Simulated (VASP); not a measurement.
# Mg16CO in VASP: a series of runs, part 2 of 2

VASP 6.6.1. Earlier steps stand in the parts before.

## 4. Single point, PBE+D3(BJ)

The input, INCAR:

```
SYSTEM = Mg16CO
PREC = Accurate
ENCUT = 520
EDIFF = 1E-7
ISMEAR = 0
SIGMA = 0.1
LREAL = Auto
LASPH = .TRUE.
NELM = 60
ALGO = Fast
ISIF = 2
LWAVE = .FALSE.
LCHARG = .FALSE.
LDIPOL = .TRUE.
IDIPOL = 3
DIPOL = 0.5 0.5 0.329
GGA = PE
IVDW = 12
NBANDS = 36
```

The input, KPOINTS:

```
Automatic mesh
0
G
  6 6 1
  0 0 0
```

The input, POSCAR:

```
Mg16CO
1.0
    6.3015062463      0.0000000000      0.0000000000
   -3.1507531232      5.4572644914      0.0000000000
    0.0000000000      0.0000000000     26.3584034914
Mg O C
16 1 1
Direct
    0.3333333333      0.1666666667      0.1517542594
    0.3333333333      0.6666666667      0.1517542594
    0.8333333333      0.1666666667      0.1517542594
    0.8333333333      0.6666666667      0.1517542594
    0.1666666667      0.3333333333      0.2475244132
    0.1666666667      0.8333333333      0.2475244132
    0.6666666667      0.3333333333      0.2475244132
    0.6666666667      0.8333333333      0.2475244132
    0.3333333333      0.1666666667      0.3421844648
    0.3333333333      0.6666666667      0.3421844648
    0.8333333333      0.1666666667      0.3421844648
    0.8333333333      0.6666666667      0.3421844648
    0.1666666667      0.3333333333      0.4404061686
    0.1666666667      0.8333333333      0.4404061686
    0.6666666667      0.3333333333      0.4404061686
    0.6666666667      0.8333333333      0.4404061686
    0.3333333333      0.4166666667      0.5769850020
    0.3333333333      0.4166666667      0.6206143516
```

Potentials or basis: VASP PAW PBE potentials, release 64 (Mg, O, C).

Run with:

```sh
$ cat potpaw_PBE.64/Mg/POTCAR potpaw_PBE.64/O/POTCAR potpaw_PBE.64/C/POTCAR > POTCAR
$ mpirun -np 1 vasp_std > vasp.out
```

OUTCAR:

```text
SYSTEM = Mg16CO
   PREC = Accurate
   ENCUT = 520
   EDIFF = 1E-7
   ISMEAR = 0
   LREAL = Auto
   LASPH = .TRUE.
   NELM = 60
   ISIF = 2
   GGA = PE
   IVDW = 12
 IVDW          = 12

 ion  position               nearest neighbor table
   1  0.333  0.167  0.152-   5 3.11   7 3.11   6 3.11   4 3.15   4 3.15   3 3.15   3 3.15   2 3.15
                             2 3.15
   2  0.333  0.667  0.152-   6 3.11   8 3.11   5 3.11   3 3.15   3 3.15   4 3.15   4 3.15   1 3.15
                             1 3.15
   3  0.833  0.167  0.152-   7 3.11   5 3.11   8 3.11   2 3.15   2 3.15   1 3.15   1 3.15   4 3.15
                             4 3.15
   4  0.833  0.667  0.152-   8 3.11   6 3.11   7 3.11   1 3.15   1 3.15   2 3.15   2 3.15   3 3.15
                             3 3.15
   5  0.167  0.333  0.248-   9 3.09  11 3.09  10 3.09   1 3.11   3 3.11   2 3.11   8 3.15   8 3.15
                             7 3.15   7 3.15   6 3.15   6 3.15
   6  0.167  0.833  0.248-  10 3.09  12 3.09   9 3.09   2 3.11   4 3.11   1 3.11   7 3.15   7 3.15
                             8 3.15   8 3.15   5 3.15   5 3.15
   7  0.667  0.333  0.248-  11 3.09   9 3.09  12 3.09   3 3.11   1 3.11   4 3.11   6 3.15   6 3.15
                             5 3.15   5 3.15   8 3.15   8 3.15
   8  0.667  0.833  0.248-  12 3.09  10 3.09  11 3.09   4 3.11   2 3.11   3 3.11   5 3.15   5 3.15
                             6 3.15   6 3.15   7 3.15   7 3.15
   9  0.333  0.167  0.342-   5 3.09   7 3.09   6 3.09  12 3.15  12 3.15  11 3.15  11 3.15  10 3.15
                            10 3.15  13 3.16  15 3.16  14 3.16
  10  0.333  0.667  0.342-   6 3.09   8 3.09   5 3.09  11 3.15  11 3.15  12 3.15  12 3.15   9 3.15
                             9 3.15  14 3.16  16 3.16  13 3.16
  11  0.833  0.167  0.342-   7 3.09   5 3.09   8 3.09  10 3.15  10 3.15   9 3.15   9 3.15  12 3.15
                            12 3.15  15 3.16  13 3.16  16 3.16
  12  0.833  0.667  0.342-   8 3.09   6 3.09   7 3.09   9 3.15   9 3.15  10 3.15  10 3.15  11 3.15
                            11 3.15  16 3.16  14 3.16  15 3.16
  13  0.167  0.333  0.440-  16 3.15  16 3.15  15 3.15  15 3.15  14 3.15  14 3.15   9 3.16  11 3.16
                            10 3.16
  14  0.167  0.833  0.440-  15 3.15  15 3.15  16 3.15  16 3.15  13 3.15  13 3.15  10 3.16  12 3.16
                             9 3.16
  15  0.667  0.333  0.440-  14 3.15  14 3.15  13 3.15  13 3.15  16 3.15  16 3.15  11 3.16   9 3.16
                            12 3.16
  16  0.667  0.833  0.440-  13 3.15  13 3.15  14 3.15  14 3.15  15 3.15  15 3.15  12 3.16  10 3.16
                            11 3.16
  17  0.333  0.417  0.577-  18 1.15
  18  0.333  0.417  0.621-  17 1.15

  LATTYP: Found a hexagonal cell.
 ALAT       =     6.3015062463
 C/A-ratio  =     4.1828735006

  Lattice vectors:

 A1 = (   6.3015062463,   0.0000000000,   0.0000000000)
 A2 = (  -3.1507531232,   5.4572644914,   0.0000000000)
 A3 = (   0.0000000000,   0.0000000000,  26.3584034914)

Analysis of symmetry for initial positions (statically):
=====================================================================
 Subroutine PRICEL returns:
 Original cell was already a primitive cell.

 Routine SETGRP: Setting up the symmetry group for a
 hexagonal supercell.

 Subroutine GETGRP returns: Found  2 space group operations
 (whereof  1 operations were pure point group operations)
 out of a pool of 24 trial point group operations.

The static configuration has the point symmetry C_1 .
 The point group associated with its full space group is C_1h.

Analysis of symmetry for dynamics (positions and initial velocities):
=====================================================================
[... 123 lines left out ...]
   ISTART =      0    job   : 0-new  1-cont  2-samecut
   ICHARG =      2    charge: 1-file 2-atom 10-const
   ISPIN  =      1    spin polarized calculation?
   LNONCOLLINEAR =      F non collinear calculations
   LSORBIT =      F    spin-orbit coupling
   LASPH  =      T    aspherical Exc in radial PAW
   ENCUT  =  520.0 eV  38.22 Ry    6.18 a.u.  11.72 11.72 49.01*2*pi/ulx,y,z
   NELM   =     60;   NELMIN=  2; NELMDL= -5     # of ELM steps
   EDIFF  = 0.1E-06   stopping-criterion for ELM
   LREAL  =      T    real-space projection
   EDIFFG = 0.1E-05   stopping-criterion for IOM
   NSW    =      0    number of steps for IOM
   IBRION =     -1    ionic relax: 0-MD 1-quasi-New 2-CG
   NFREE  =      0    steps in history (QN), initial steepest desc. (CG)
   ISIF   =      2    stress and relaxation
   ISYM   =      2    0-nonsym 1-usesym 2-fastsym
   POTIM  = 0.5000    time-step for ionic-motion
   TEBEG  =    0.0;   TEEND  =   0.0 temperature during run
   PSTRESS=    0.0 pullay stress
   NELECT =      42.0000    total number of electrons
   NUPDOWN=      -1.0000    fix difference up-down
   EMIN   =  10.00;   EMAX   =-10.00  energy-range for DOS
   EFERMI =   0.00;   METHOD = LEGACY
   ISMEAR =     0;   SIGMA  =   0.10  broadening in eV -4-tet -1-fermi 0-gaus
   EFERMI_NEDOS =   21; number of points for ismear=-14 and -15
   IALGO  =     68    algorithm
   IMIX   =      4    mixing-type and parameters
     AMIX     =   0.40;   BMIX     =  1.00
     AMIX_MAG =   1.60;   BMIX_MAG =  1.00
  volume/ion in A,a.u.               =      50.36       339.83
  Fermi-wavevector in a.u.,A,eV,Ry     =   0.588002  1.111162  4.704157  0.345746
  Thomas-Fermi vector in A             =   1.635095
   LORBIT       =      0    0 simple, 1 ext, 2 COOP (PROOUT), +10 PAW based schemes
   GGA     = PE    functional components
   LHFCALC =     F    Hartree Fock is set to
   AEXX    =    0.0000 exact exchange contribution
   IVDW    =    12    specifies the selected vdW correction
   LEPSILON=     F    determine dielectric tensor
   LRPA    =     F    only Hartree local field effects (RPA)
 non-spin polarized calculation
 RMM-DIIS sequential band-by-band and
 Gauss-broadening in eV      SIGMA  =   0.10
  energy-cutoff  :      520.00
  volume of cell :      906.44
 maximum number of plane-waves:     24484
 NGX is ok and might be reduce to    48
   NGX = 23   NGY = 23   NGZ = 99

 dipolmoment           0.000000      0.000000     -0.007428 electrons x Angstroem

 number of electron      41.9999994 magnetization

 dipolmoment           0.000000      0.000000      0.009266 electrons x Angstroem

 Free energy of the ion-electron system (eV)
  ---------------------------------------------------
  ext. energy  EPLUGINS =         0.00000000
  ---------------------------------------------------
  free energy    TOTEN  =       -36.36243869 eV

  energy without entropy =      -36.31509637  energy(sigma->0) =      -36.33876753

 E-fermi :  -1.0142     XC(G=0):  -4.4047

 val. band max:       -1.0801766201   @ k =   0.1667   0.1667   0.0000
 cond. band min:      -0.9534537250   @ k =   0.3333  -0.0000   0.0000
 fundamental gap:      0.1267228951
 Fermi energy:        -1.0141601139

 k-point     1 :       0.0000    0.0000    0.0000
  band No.  band energies     occupation
      1     -26.4859      2.00000
      2     -11.4235      2.00000
      3      -9.0112      2.00000
      4      -9.0094      2.00000
      5      -7.8361      2.00000
      6      -6.9813      2.00000
[... 457 lines left out ...]
     32       1.7159      0.00000
     33       1.7163      0.00000
 [bands above 33 left out]

------------------------ aborting loop because EDIFF is reached ----------------------------------------

 vacuum level on the upper side and lower side of the slab       (xc-potential included)         0.019        -0.029

 Edisp (eV)   -3.79380

 E8    (eV) :    -1.7029

  FORCE on cell =-STRESS in cart. coord.  units (eV):
  Direction    XX          YY          ZZ          XY          YZ          ZX
  --------------------------------------------------------------------------------------
  -------------------------------------------------------------------------------------
  Total      -4.69964    -4.69805     2.90089    -0.00138    -0.00735    -0.01273
  in kB      -8.30686    -8.30404     5.12747    -0.00244    -0.01299    -0.02251
  external pressure =       -3.83 kB  Pullay stress =        0.00 kB

 VOLUME and BASIS-vectors are now :
 -----------------------------------------------------------------------------
  energy-cutoff  :      520.00
  volume of cell :      906.44
      direct lattice vectors                 reciprocal lattice vectors
     6.301506246  0.000000000  0.000000000     0.158692218  0.091620995  0.000000000
    -3.150753123  5.457264491  0.000000000     0.000000000  0.183241989  0.000000000
     0.000000000  0.000000000 26.358403491     0.000000000  0.000000000  0.037938565

 POSITION                                       TOTAL-FORCE (eV/Angst)
 -----------------------------------------------------------------------------------
      1.57538      0.90954      4.00000         0.000797     -0.001494     -0.160578
     -0.00000      3.63818      4.00000        -0.000896      0.001438     -0.160578
      4.72613      0.90954      4.00000        -0.000830     -0.000479     -0.161500
      3.15075      3.63818      4.00000         0.000918      0.000530     -0.161423
      0.00000      1.81909      6.52435        -0.000291     -0.000168      0.021462
     -1.57538      4.54772      6.52435        -0.000085     -0.000049      0.020216
[... 10 lines left out ...]
      0.78769      2.27386     15.20840        -0.005196     -0.003000      0.706954
      0.78769      2.27386     16.35840         0.001441      0.000832     -0.706575
 -----------------------------------------------------------------------------------
    total drift:                               -0.000177     -0.000102     -0.013145

  FREE ENERGIE OF THE ION-ELECTRON SYSTEM (eV)
  ---------------------------------------------------
  free  energy   TOTEN  =       -40.1562399430 eV

  energy  without entropy=      -40.1088976257  energy(sigma->0) =      -40.13256878

 vacuum level on the upper side and lower side of the slab         2.904         2.855
```

Wall time 22 min (1 thread of Oxide Virtual Turin-like, shared host); peak memory 0.97 GiB.

What came out:

```
Free energy                : -40.1562 eV
Largest force              : 0.707 eV/Å
Band gap on the k mesh     : zero (bands 21 and 22 overlap by 1.37 eV)
Dispersion energy per atom : -0.211 eV
```

Forces on the atoms (eV/Å):
```
Mg   0.001 -0.001 -0.161
Mg  -0.001  0.001 -0.161
Mg  -0.001  0.000 -0.162
Mg   0.001  0.001 -0.161
Mg   0.000  0.000  0.021
Mg   0.000  0.000  0.020
Mg   0.000  0.000  0.021
Mg   0.000  0.000  0.021
Mg   0.001 -0.001  0.077
Mg  -0.001  0.001  0.077
Mg  -0.001  0.000  0.075
Mg   0.001  0.000  0.074
Mg  -0.005 -0.003  0.065
Mg   0.000  0.000  0.067
Mg   0.007 -0.002  0.063
Mg   0.002  0.007  0.063
O   -0.005 -0.003  0.707
C    0.001  0.001 -0.707
```

## 5. Summary

| cell | gap on the mesh (eV) | largest force (eV/Å) |
| --- | --- | --- |
| as given, atomic positions A | none | 0.71 |
| as given, atomic positions B | none | 0.71 |
| as given, atomic positions C | none | 0.71 |

Alike in all rows: task single point; level PBE+D3(BJ); potentials or basis VASP PAW PBE potentials, release 64 (Mg, O, C); no spin polarisation; k mesh 6 × 6 × 1; cutoff (eV) 520; smearing gaussian 0.1 eV.

Total energies depend on the potentials used, so only differences within one code and one set of settings carry meaning.

The gap in the log of VASP goes by the Fermi energy; the results here count the filled bands.